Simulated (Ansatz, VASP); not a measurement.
**One calculation of MgO, two programs**

The input POSCAR:

```
MgO
1.0
    0.0000000000      2.1021680256      2.1021680256
    2.1021680256      0.0000000000      2.1021680256
    2.1021680256      2.1021680256      0.0000000000
Mg O
1 1
Direct
    0.0000000000      0.0000000000      0.0000000000
    0.5000000000      0.5000000000      0.5000000000
```

Contents of INCAR.step1:

```
SYSTEM = MgO
ALGO = Normal
EDIFF = 1E-5
ENCUT = 660
GGA = PE
GGA_COMPAT = .False.
ISMEAR = 0
LASPH = .True.
LCHARG = .False.
LREAL = .False.
LWAVE = .True.
NBANDS = 11
NELM = 120
PREC = Accurate
SIGMA = 0.2
```

The input INCAR.step2:

```
SYSTEM = MgO
ALGO = Normal
EDIFF = 1E-6
ENCUT = 660
GGA_COMPAT = .False.
ISIF = 2
ISMEAR = 0
ISTART = 1
LASPH = .True.
LCHARG = .False.
LMIXTAU = .True.
LREAL = .False.
LWAVE = .False.
METAGGA = R2SCAN
NBANDS = 11
NELM = 120
PREC = Accurate
SIGMA = 0.2
```

File KPOINTS:

```
k-points
0
Gamma
  8 8 8
  0 0 0
```

Input for Ansatz:

```yaml
crystal:
  lattice:
    - [0.0, 2.1021680256, 2.1021680256]
    - [2.1021680256, 0.0, 2.1021680256]
    - [2.1021680256, 2.1021680256, 0.0]
  atoms:
    - { symbol: Mg, position: [0.0, 0.0, 0.0] }
    - { symbol: O, position: [0.5, 0.5, 0.5] }
kpoints:
  mp_grid: { grid: [8, 8, 8] }
hamiltonian:
  xc: r2scan
scf:
  occupations: { method: gaussian, width: 0.2 }
  n_extra_bands: 4
output:
  forces: true
  stress: true
  eigenvalues: true
```

Alike in both runs: task single point; functional r2SCAN; k mesh 8 × 8 × 8; occupations gaussian, width 0.2 eV; no spin polarisation.

|  | VASP | Ansatz |
| --- | --- | --- |
| version | VASP 6.6.1 | Ansatz 0.2.0 |
| potentials or method | VASP PAW PBE potentials, release 64 (Mg, O) | plane waves |
| plane-wave cutoff (eV) | 660 | 500 |
| valence electrons in the cell | 8 | 16 |

|  | VASP | Ansatz | Ansatz less VASP |
| --- | --- | --- | --- |
| gap on the k mesh at the Fermi level (eV) | 5.66 | 5.68 | +0.020 |
| pressure (GPa) | -1.4 | 0.0 | +1.45 |

VASP's potentials were made for PBE, not for r2SCAN. VASP's potentials hold 8 valence electrons a cell and Ansatz's 16, so a difference there can come from the potentials and not from the codes.
